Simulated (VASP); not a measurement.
Set up this calculation in VASP 6.6.1, as the native input.

```yaml
Task: single point
Functional: PBE
Potentials_or_basis: VASP PAW PBE potentials, release 64 (Na_pv, Al)
Cutoff: 500 eV
k_mesh: 2 × 2 × 3
Occupations: gaussian, width 0.1 eV
Spin: no spin polarisation
Dipole_correction: no
Further_INCAR_settings: ALGO = Normal; EDIFF = 1e-06; NBANDS = 16
```

The structure of NaAl3 lies in POSCAR:

```
NaAl3
1.0
   -2.1877210000      2.1877210000      3.9802060000
    2.1877210000     -2.1877210000      3.9802060000
    2.1877210000      2.1877210000     -3.9802060000
Na Al
1 3
Direct
    0.0000000000      0.0000000000      0.0000000000
    0.7500000000      0.2500000000      0.5000000000
    0.2500000000      0.7500000000      0.5000000000
    0.5000000000      0.5000000000      0.0000000000
```

One way to write it, as run:

INCAR

```
PREC = Accurate
ENCUT = 500
EDIFF = 1E-6
ISMEAR = 0
SIGMA = 0.1
LREAL = F
LASPH = T
NELM = 120
ALGO = Normal
ISIF = 2
LWAVE = F
LCHARG = T
GGA = PE
LELF = T
LVHAR = T
NBANDS = 16
GGA_COMPAT = F
```

KPOINTS

```
Automatic mesh
0
Gamma
  2 2 3
```

Potentials or basis: VASP PAW PBE potentials, release 64 (Na_pv, Al).

The run is started by

```sh
$ cat potpaw_PBE.64/Na_pv/POTCAR potpaw_PBE.64/Al/POTCAR > POTCAR
$ mpirun -np 1 vasp_std > vasp.out
```

It gave:

```
Pressure               : -1.2 GPa
Band gap on the k mesh : zero (bands 8 and 9 overlap by 1.88 eV)
```

Caveat: the k points lie up to 0.68 Å⁻¹ apart, too coarse for converged energies and pressures of a metal.

Wall time 8.7 s on 1 thread of Intel(R) Xeon(R) Platinum 8375C CPU @ 2.90GHz (Ice Lake), on a shared host, peak memory 0.22 GiB.
